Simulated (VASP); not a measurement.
A run of VASP 6.6.1:

INCAR

```
  PREC = Accurate
  ENCUT = 600
  EDIFF = 1E-6
  ISMEAR = 0
  SIGMA = 0.1
  LREAL = F
  LASPH = T
  NELM = 100
  ALGO = Fast
  ISIF = 3
  LWAVE = F
  LCHARG = F
  GGA = PE
  IBRION = 2
  NSW = 100
  EDIFFG = -0.002
```

Contents of KPOINTS:

```
Automatic mesh
0
Gamma
  16 16 16
```

The input POSCAR:

```
Rb
1.0
   -2.8025000000      2.8025000000      2.8025000000
    2.8025000000     -2.8025000000      2.8025000000
    2.8025000000      2.8025000000     -2.8025000000
Rb
1
Direct
    0.0000000000      0.0000000000      0.0000000000
```

Potentials or basis: VASP PAW PBE potentials, release 64 (Rb_sv).

Command:

```sh
$ cat potpaw_PBE.64/Rb_sv/POTCAR > POTCAR
$ mpirun -np 1 vasp_std > vasp.out
```

Hardware: 1 thread of Intel Xeon 8259CL, on a shared host.

Question: How long does it take, and how much memory?

Answer: Run time: 8.7 min on 1 thread of Intel Xeon 8259CL, with other jobs on the host, peak memory 0.33 GiB. Counts: scf iterations 39, k points 145, ion steps 5.
